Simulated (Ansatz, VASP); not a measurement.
# Two plane-wave programs on Al3Cu

File POSCAR:

```
Al3Cu
1.0
    3.7268820067      0.0000000000      0.0000000000
    0.0000000000      3.7268820067      0.0000000000
    0.0000000000      0.0000000000      3.7268820067
Al Cu
3 1
Direct
    0.0000000000      0.5000000000      0.5000000000
    0.5000000000      0.0000000000      0.5000000000
    0.5000000000      0.5000000000      0.0000000000
    0.0000000000      0.0000000000      0.0000000000
```

File INCAR.step1:

```
SYSTEM = Al3Cu
PREC = Accurate
ENCUT = 520
ISMEAR = 0
SIGMA = 0.1
LREAL = .False.
LASPH = .True.
NELM = 60
NBANDS = 18
GGA = PE
ALGO = Normal
EDIFF = 1E-4
LWAVE = .True.
LCHARG = .False.
```

INCAR.step2

```
SYSTEM = Al3Cu
PREC = Accurate
ENCUT = 520
EDIFF = 1E-6
ISMEAR = 0
SIGMA = 0.1
LREAL = .False.
LASPH = .True.
NELM = 60
ALGO = Normal
ISIF = 2
LWAVE = .False.
LCHARG = .False.
METAGGA = R2SCAN
LMIXTAU = .True.
NBANDS = 18
ISTART = 1
```

Contents of KPOINTS:

```
Automatic mesh
0
Gamma
  12 12 12
  0 0 0
```

Input for Ansatz:

```yaml
crystal:
  lattice:
    - [3.7268820067, 0.0, 0.0]
    - [0.0, 3.7268820067, 0.0]
    - [0.0, 0.0, 3.7268820067]
  atoms:
    - { symbol: Al, position: [0.0, 0.5, 0.5] }
    - { symbol: Al, position: [0.5, 0.0, 0.5] }
    - { symbol: Al, position: [0.5, 0.5, 0.0] }
    - { symbol: Cu, position: [0.0, 0.0, 0.0] }
basis:
  ecutwfc: 500
kpoints:
  mp_grid: { grid: [12, 12, 12] }
hamiltonian:
  xc: r2scan
scf:
  occupations: { method: gaussian, width: 0.1 }
output:
  forces: true
  stress: true
  eigenvalues: true
  write_density: true
  write_potential: true
  elf: true
  volumetric_format: npy
```

Alike in both runs: task single point; functional r2SCAN; k mesh 12 × 12 × 12; occupations gaussian, width 0.1 eV; no spin polarisation.

|  | VASP | Ansatz |
| --- | --- | --- |
| version | VASP 6.6.1 | Ansatz 0.2.0 |
| potentials or method | VASP PAW PBE potentials, release 64 (Al, Cu), cutoff 520 eV | scalar-relativistic, plane waves, PAW |
| valence electrons in the cell | 20 | 28 |

|  | VASP | Ansatz | Ansatz less VASP |
| --- | --- | --- | --- |
| gap on the k mesh at the Fermi level (eV) | none | none | - |
| pressure (GPa) | 17.4 | 17.6 | +0.29 |

VASP's potentials were made for PBE, not for r2SCAN. A gap of «none» marks a metal or a gap that the smearing closes. The functional is the same, so the differences come from potentials, cutoffs and numerics. VASP's potentials hold 20 valence electrons a cell and Ansatz's 28, so a difference there can come from the potentials and not from the codes.
